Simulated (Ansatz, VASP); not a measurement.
**Sb in VASP and in Ansatz**

The input INCAR:

```
SYSTEM = Sb
PREC = Accurate
ENCUT = 500
EDIFF = 1E-6
ISMEAR = -1
SIGMA = 0.05
LREAL = .FALSE.
LASPH = .TRUE.
NELM = 120
ALGO = Normal
ISIF = 2
LWAVE = .FALSE.
LCHARG = .FALSE.
GGA = PE
NBANDS = 8
GGA_COMPAT = .FALSE.
```

File KPOINTS:

```
Automatic mesh
0
G
  12 12 12
  0 0 0
```

POSCAR

```
Sb
1.0
    2.8881104259      0.0000000000      0.0000000000
    0.0000000000      2.8881104259      0.0000000000
    0.0000000000      0.0000000000      2.8881104259
Sb
1
Direct
    0.0000000000      0.0000000000      0.0000000000
```

Input for Ansatz:

```yaml
crystal:
  lattice:
    - [2.8881104259, 0.0, 0.0]
    - [0.0, 2.8881104259, 0.0]
    - [0.0, 0.0, 2.8881104259]
  atoms:
    - { symbol: Sb, position: [0.0, 0.0, 0.0] }
kpoints:
  mp_grid: { grid: [12, 12, 12] }
scf:
  occupations: { method: fermi_dirac, width: 0.05 }
hamiltonian:
  xc: pbe
  pseudopotentials: { kind: all_electron, lapw: { basis_error: 0.001 } }
output:
  forces: true
  stress: true
  eigenvalues: true
  populations: true
```

Change from the starting cell: volume scaled by 0.8, LAPW.

Alike in both runs: task single point; functional PBE; k mesh 12 × 12 × 12; occupations fermi-dirac, width 0.05 eV; no spin polarisation.

|  | VASP | Ansatz |
| --- | --- | --- |
| version | VASP 6.6.1 | Ansatz 0.2.0 |
| potentials or method | VASP PAW PBE potentials, release 64 (Sb), cutoff 500 eV | all-electron LAPW, scalar-relativistic |

```csv
,VASP,Ansatz,Ansatz less VASP
pressure (GPa),20.3,20.1,-0.26
```

Ansatz ran all-electron here, and VASP with PAW potentials.

Neither program's run includes spin-orbit coupling.
